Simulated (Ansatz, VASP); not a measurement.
# BaTiO3: VASP beside Ansatz

INCAR

```
SYSTEM = BaTiO3
ALGO = Normal
EDIFF = 1E-7
ENCUT = 520
GGA = PE
ISIF = 2
ISMEAR = -1
LASPH = .TRUE.
LCHARG = .FALSE.
LREAL = .FALSE.
LWAVE = .FALSE.
NBANDS = 28
NELM = 100
PREC = Accurate
SIGMA = 0.08
```

The input KPOINTS:

```
k-points
0
G
  7 7 7
  0 0 0
```

Contents of POSCAR:

```
BaTiO3
1.0
    3.9998000000      0.0000000000      0.0000000000
    0.0000000000      3.9998000000      0.0000000000
    0.0000000000      0.0000000000      4.0581800000
Ba Ti O
1 1 3
Direct
    0.0000000000      0.0000000000      0.0000000000
    0.5000000000      0.5000000000      0.4820000000
    0.5000000000      0.5000000000      0.0160000000
    0.5000000000      0.0000000000      0.5150000000
    0.0000000000      0.5000000000      0.5150000000
```

Input for Ansatz:

```yaml
crystal:
  lattice:
    - [3.9998, 0.0, 0.0]
    - [0.0, 3.9998, 0.0]
    - [0.0, 0.0, 4.05818]
  atoms:
    - { symbol: Ba, position: [0.0, 0.0, 0.0] }
    - { symbol: Ti, position: [0.5, 0.5, 0.482] }
    - { symbol: O, position: [0.5, 0.5, 0.016] }
    - { symbol: O, position: [0.5, 0.0, 0.515] }
    - { symbol: O, position: [0.0, 0.5, 0.515] }
kpoints:
  mp_grid: { grid: [7, 7, 7] }
  band_path:
    path:
      - [0.0, 0.0, 0.0]
      - [0.0, 0.5, 0.0]
      - [0.5, 0.5, 0.0]
      - [0.0, 0.0, 0.0]
      - [0.0, 0.0, 0.5]
      - [0.0, 0.5, 0.5]
      - [0.5, 0.5, 0.5]
      - [0.0, 0.0, 0.5]
      - [0.0, 0.5, 0.0]
    npoints: 5
scf:
  occupations: { method: fermi_dirac, width: 0.08 }
hamiltonian:
  xc: pbe
  pseudopotentials: { kind: all_electron, lapw: { basis_error: 0.001 } }
output:
  forces: true
  stress: true
  eigenvalues: true
```

Change from the starting cell: zz strain of +1 %.

Alike in both runs: task single point; functional PBE; k mesh 7 × 7 × 7; occupations fermi-dirac, width 0.08 eV; no spin polarisation.

|  | VASP | Ansatz |
| --- | --- | --- |
| version | VASP 6.6.1 | Ansatz 0.2.0 |
| potentials or method | VASP PAW PBE potentials, release 64 (Ba_sv, Ti_sv, O), cutoff 520 eV | all-electron LAPW, scalar-relativistic |

|  | VASP | Ansatz | Ansatz less VASP |
| --- | --- | --- | --- |
| pressure (GPa) | 2.7 | 1.0 | -1.72 |
| traceless stress, the component that is largest in VASP (GPa) | -0.26 | -0.29 | -0.024 |
| rms of the force components (eV/Å) | 0.138 | 0.149 | +0.0109 |

Atom by atom the forces differ by 0.017 eV/Å (rms over components). Ansatz ran all-electron here, and VASP with PAW potentials.

Spin-orbit coupling is off throughout.
